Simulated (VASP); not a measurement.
Runs of VASP 6.6.1 on KBr. The structure is that of space group Fm-3m (No. 225), or close to it. The cells are those of the table. 

```tsv
cell	gap on the mesh (eV)	pressure (GPa)
a = 4.891 Å, angles 60.0°, 2 atoms	(a)	-1.0
a = 4.667 Å, angles 60.0°, 2 atoms	(b)	0.8
a = 4.592 Å, angles 60.0°, 2 atoms	4.57	1.7
a = 4.831 Å, angles 60.0°, 2 atoms	4.17	-0.6
a = 4.738 Å, angles 60.0°, 2 atoms	4.31	0.1
a = 4.642 Å, angles 60.0°, 2 atoms	4.48	1.0
a = 4.541 Å, angles 60.0°, 2 atoms	4.67	2.5
```

Alike in all rows: task single point; level PBE; potentials or basis VASP PAW PBE potentials, release 64 (K_sv, Br); no spin polarisation; k mesh 6 × 6 × 6; cutoff (eV) 520; smearing gaussian 0.02 eV.

Estimate the missing entries.

(a) 4.09; (b) 4.43.

A k mesh can miss the band edges, and the runs leave out spin-orbit coupling on Br.
